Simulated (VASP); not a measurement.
TiWN2:

```xyz
4
Lattice="3.0313 0.0000 0.0000 -1.5157 2.6252 0.0000 0.0000 0.0000 5.5044" Properties=species:S:1:pos:R:3 pbc="T T T"
Ti    0.0000    0.0000    0.0000
W     0.0000    0.0000    2.7522
N     0.0000    1.7501    1.2935
N     1.5157    0.8751    4.2109
```

The cell was built from a structure type or drawn by symmetry, and may not be a known phase.

- Program: VASP 6.6.1
- Task: relaxation of cell and atoms
- Functional: PBE
- Potentials or basis: VASP PAW PBE potentials, release 64 (Ti_sv, W_sv, N)
- Cutoff: 600 eV
- k mesh: 6 × 6 × 4
- Occupations: gaussian, width 0.1 eV
- Spin: collinear spin
- Starting moments: [1.0, 0.0, 0.0, 0.0] μB

At the start: pressure -21.9 GPa; volume 10.95 Å³/atom.

Q: How do energy, volume and symmetry change on relaxing?

A: Over 10 steps the energy falls by 142.9 meV/atom and the volume is 9.97 Å³/atom (-9.0 %); space group P-3m1 (No. 164, to 0.1 Å) before and after; moment 0.00 μB per cell.

Step by step:
```
step  energy change (eV)  largest force (eV/Å)  pressure (GPa)  volume (Å³)
   1              0.0000                0.7463          -21.86        43.80
   2              0.2242                0.1448           57.84        34.89
   3             -0.4822                0.4988            5.19        39.42
   4             -0.4828                0.4874            6.15        39.31
   5             -0.5355                0.1661           -1.66        39.95
   6             -0.5676                0.2434            0.91        39.72
   7             -0.5710                0.0779           -0.95        39.99
   8             -0.5710                0.0846           -0.89        39.98
   9             -0.5713                0.0400            0.82        39.79
  10             -0.5716                0.0126            0.10        39.87
```

Final structure:
```
Ti W N
1.0
     2.85726    0.00000    0.00000
    -1.42863    2.47446    0.00000
     0.00000    0.00000    5.63881
Ti W N
1 1 2
Direct
  0.00000 0.00000 0.00000
  0.00000 0.00000 0.50000
  0.33333 0.66667 0.24352
  0.66667 0.33333 0.75648
```

Caveat: the k points lie up to 0.42 Å⁻¹ apart in the final cell, too coarse for converged energies and pressures of a metal.
